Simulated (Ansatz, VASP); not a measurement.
SrTl in VASP and in Ansatz

```
Sr Tl
1.0
     3.94969    0.00000    0.00000
     0.00000    3.94969    0.00000
     0.00000    0.00000    3.94969
Sr Tl
1 1
Direct
  0.00000 0.00000 0.00000
  0.50000 0.50000 0.50000
```

Change from the starting cell: volume scaled by 0.94, PAW files.

Alike in both runs: task electric field gradients; functional LDA; k mesh 8 × 8 × 8; occupations fermi-dirac, width 0.05 eV; no spin polarisation.

```csv
,VASP,Ansatz
version,VASP 6.6.1,Ansatz 0.2.0
potentials or method,"VASP PAW LDA potentials, release 64 (Sr_sv, Tl_d)","PAW with Ansatz's default frozen-core files, scalar-relativistic"
plane-wave cutoff (eV),520,420
valence electrons in the cell,23,23
```

|  | VASP | Ansatz | Ansatz less VASP |
| --- | --- | --- | --- |
| pressure (GPa) | 0.1 | 0.0 | -0.11 |

LDA's correlation is that of Perdew and Zunger in VASP and of Perdew and Wang (1992) in Ansatz.

Neither program's run includes spin-orbit coupling.
